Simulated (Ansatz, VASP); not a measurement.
LiCl in VASP and in Ansatz

```xyz
2
Lattice="0.0000 2.5421 2.5421 2.5421 0.0000 2.5421 2.5421 2.5421 0.0000" Properties=species:S:1:pos:R:3 pbc="T T T"
Li    2.5904    2.9260    4.6877
Cl    5.1325    5.4681    7.2298
```

Alike in both runs: task single point; functional r2SCAN; k mesh 8 × 8 × 8; no spin polarisation.

|  | VASP | Ansatz |
| --- | --- | --- |
| version | VASP 6.6.1 | Ansatz 0.2.0 |
| potentials or method | VASP PAW PBE potentials, release 64 (Li_sv, Cl) | scalar-relativistic, plane waves, PAW |
| plane-wave cutoff (eV) | 520 | 500 |
| occupations | gaussian, width 0.272114 eV | gaussian |
| valence electrons in the cell | 10 | 10 |

```csv
,VASP,Ansatz,Ansatz less VASP
gap on the k mesh at the Fermi level (eV),7.47,7.40,-0.077
least direct gap on the mesh (eV),7.47,7.40,-0.077
```

VASP's potentials were made for PBE, not for r2SCAN.

Noted on VASP's run: the cutoff is short for stress, so the pressure is rough.
